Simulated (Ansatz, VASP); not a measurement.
Two plane-wave programs on B3As5

```
B As
1.0
     4.35359    0.00000    0.00000
    -2.17679    3.77032    0.00000
     0.00000    0.00000    7.72370
B As
3 5
Direct
  0.33333 0.66667 0.00000
  0.66667 0.33333 0.61380
  0.66667 0.33333 0.38620
  0.00000 0.00000 0.00000
  0.66667 0.33333 0.00000
  0.33333 0.66667 0.50000
  0.00000 0.00000 0.32939
  0.00000 0.00000 0.67061
```

Alike in both runs: functional PBE; k mesh 4 × 4 × 2; occupations gaussian, width 0.2 eV; no spin polarisation.

Ansatz relaxed the structure, and its values are those at the end. VASP's run is a single point on that final structure, the one shown.

```csv
,VASP,Ansatz
version,VASP 6.6.1,Ansatz 0.2.0
potentials or method,"VASP PAW PBE potentials, release 64 (B, As), cutoff 500 eV","scalar-relativistic, plane waves, PAW"
valence electrons in the cell,34,84
```

|  | VASP | Ansatz | Ansatz less VASP |
| --- | --- | --- | --- |
| gap on the k mesh at the Fermi level (eV) | none | none | - |
| pressure (GPa) | 0.2 | 0.0 | -0.22 |
| rms of the force components (eV/Å) | 0.016 | 0.014 | -0.0021 |

A gap of «none» marks a metal or a gap that the smearing closes. The functional is the same, so the differences come from potentials, cutoffs and numerics. VASP's potentials hold 34 valence electrons a cell and Ansatz's 84, so a difference there can come from the potentials and not from the codes.

The k mesh is coarse, so the values compare programs but aren't converged.
